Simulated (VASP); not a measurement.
Set up this calculation in VASP 6.6.1, as the native input.

* Task: single point
* Functional: PBE
* Potentials or basis: VASP PAW PBE potentials, release 64 (Sn_d)
* Cutoff: 520 eV
* k mesh: 8 × 8 × 8
* Occupations: gaussian, width 0.05 eV
* Spin: non-collinear spin, zero start, spin-orbit coupling
* Starting moments: [[0.0, 0.0, 0.0]] μB
* Dipole correction: no
* Further INCAR settings: ALGO = Normal; EDIFF = 1e-06; NBANDS = 25

The structure of Sn lies in POSCAR:

```
Sn
1.0
   -1.9320999400      1.9320999400      1.9320999400
    1.9320999400     -1.9320999400      1.9320999400
    1.9320999400      1.9320999400     -1.9320999400
Sn
1
Direct
    0.0000000000      0.0000000000      0.0000000000
```

This cell differs from its parent crystal: volume scaled by 1.05.

One way to write it, as run:

INCAR

```
ALGO = Normal
EDIFF = 1E-6
ENCUT = 520
GGA = PE
GGA_COMPAT = False
ISIF = 2
ISMEAR = 0
LASPH = True
LCHARG = True
LORBIT = 11
LORBMOM = True
LREAL = False
LSORBIT = True
LVHAR = True
LWAVE = False
MAGMOM = 0 0 0
NBANDS = 25
NELM = 150
PREC = Accurate
SIGMA = 0.05
```

KPOINTS

```
k-points
0
Gamma
  8 8 8
```

Potentials or basis: VASP PAW PBE potentials, release 64 (Sn_d).

Launch:

```bash
$ cat potpaw_PBE.64/Sn_d/POTCAR > POTCAR
$ mpirun -np 1 vasp_ncl > vasp.out
```

It gave:

The pressure is -1.0 GPa and the net moment is 0.00 μB per cell. The valence electrons inside the program's atomic spheres are Sn 12.12.

Wall time 30 s on 1 thread of Intel(R) Xeon(R) 6975P-C (Granite Rapids), on a shared host, peak memory 0.24 GiB.
